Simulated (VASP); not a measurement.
**Al2Cu: single point with LDA**

Al2Cu:

```
Al Cu
1.0
     3.85360    0.00000    0.00000
     0.00000    3.85360    0.00000
     0.00000    0.00000    2.82138
Al Cu
2 1
Direct
  0.50000 0.00000 0.50000
  0.00000 0.50000 0.50000
  0.00000 0.00000 0.00000
```

```json
{"Program": "VASP 6.6.1", "Task": "single point", "Functional": "LDA", "Potentials or basis": "VASP PAW LDA potentials, release 64 (Al, Cu)", "Cutoff": "520 eV", "k mesh": "10 × 10 × 14", "Occupations": "gaussian, width 0.15 eV", "Spin": "no spin polarisation"}
```

```
Pressure : 12.9 GPa
```

Stress tensor (GPa, compression positive):
```
15.25  0.00  0.00
 0.00 15.25  0.00
 0.00  0.00  8.19
```

Levels at points of the mesh, in eV from the Fermi level:
```
           k point  band 7  band 8  band 9  band 10  band 11  band 12
(0.00, 0.00, 0.00)   -2.39   -2.39    0.84     1.06     5.78     7.31
(0.50, 0.00, 0.00)   -4.63   -0.88    2.00     2.20     2.92     7.33
(0.50, 0.50, 0.00)   -4.67   -4.61   -2.61     9.00     9.00     9.23
(0.00, 0.00, 0.50)   -3.43    2.88    2.88     2.90     2.90     3.07
(0.50, 0.00, 0.50)   -3.44   -2.81   -1.84     3.98     4.37     4.93
(0.50, 0.50, 0.50)   -2.41   -2.41   -1.26    -1.05     0.33     0.33
```

It took 62 s on 1 thread of AMD EPYC 9R45 96-Core Processor (Zen 5), with other jobs on the host, peak memory 0.19 GiB.
